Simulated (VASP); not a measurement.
Here is a VASP 6.6.1 calculation.

Contents of INCAR:

```
ALGO = Normal ; EDIFF = 1E-6
EDIFFG = -0.04 ; ENCUT = 600
GGA = PE ; IBRION = 2
ISIF = 3 ; ISMEAR = 0
LASPH = T ; LCHARG = F
LREAL = F ; LWAVE = F
NELM = 100 ; NSW = 90
PREC = Accurate ; SIGMA = 0.1
```

File KPOINTS:

```
k-points
0
Gamma
  8 6 6
```

File POSCAR:

```
C2N
1.0
    2.3277907800      0.0000000000      0.0000000000
    0.1723708100      2.7907859800      0.0000000000
    0.6671719600      1.1283629100      3.2251458900
C N
4 2
Direct
    0.2805090000      0.2817679900      0.8184990300
    0.7935289700      0.5222669800      0.6717619900
    0.2064710300      0.4777330200      0.3282380100
    0.7194910000      0.7182320100      0.1815009700
    0.8716260200      0.9803190200      0.7543720000
    0.1283739800      0.0196809800      0.2456280000
```

Potentials or basis: VASP PAW PBE potentials, release 64 (C, N).

Command:

```console
$ cat potpaw_PBE.64/C/POTCAR potpaw_PBE.64/N/POTCAR > POTCAR
$ mpirun -np 1 vasp_std > vasp.out
```

(1) Predict the band gap on the k mesh.

(2) Estimate the relaxed volume.

Answers

(1) 0.62 eV (least direct gap 1.77 eV).

(2) 6.10 Å³/atom.

Caveat: the volume moved by over 15 % at a fixed basis, so the end points are rough.
